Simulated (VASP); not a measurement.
Set up this calculation in VASP 6.6.1, as the native input.

```
Task                   : single point
Functional             : PBE
Potentials or basis    : VASP PAW PBE potentials, release 64 (K_sv, F)
Cutoff                 : 520 eV
k mesh                 : 8 × 8 × 8
Occupations            : fermi-dirac, width 0.02 eV
Spin                   : no spin polarisation
Dipole correction      : no
Further INCAR settings : ALGO = Normal; EDIFF = 1e-06; NBANDS = 15
```

The structure of KF lies in POSCAR:

```
KF
1.0
    0.0000000000      2.8904895941      3.0189607826
    2.8904895941      0.0000000000      3.0189607826
    2.8904895941      2.8904895941      0.0000000000
K F
1 1
Direct
    0.0000000000      0.0000000000      0.0000000000
    0.2500000000      0.2500000000      0.2500000000
```

This cell differs from its parent crystal: epitaxial xy strain -1.5%.

These files were run (other wordings do the same):

INCAR

```
SYSTEM = KF
PREC = Accurate
ENCUT = 520
EDIFF = 1E-6
ISMEAR = -1
SIGMA = 0.02
LREAL = .FALSE.
LASPH = .TRUE.
NELM = 100
ALGO = Normal
ISIF = 2
LWAVE = .FALSE.
LCHARG = .FALSE.
GGA = PE
NBANDS = 15
```

KPOINTS

```
Automatic mesh
0
G
  8 8 8
  0 0 0
```

Potentials or basis: VASP PAW PBE potentials, release 64 (K_sv, F).

Run with:

```bash
$ cat potpaw_PBE.64/K_sv/POTCAR potpaw_PBE.64/F/POTCAR > POTCAR
$ mpirun -np 1 vasp_std > vasp.out
```

It gave:

* Pressure: 1.0 GPa
* Band gap on the k mesh: 5.16 eV (least direct gap 5.37 eV)

Caveat: the cell differs from its parent crystal (epitaxial xy strain -1.5%); the structure was generated, so it needn't be the stable form of KF.

Wall time 22 s on 1 thread of Intel(R) Xeon(R) Platinum 8488C (Sapphire Rapids), on a shared host, peak memory 0.2 GiB.
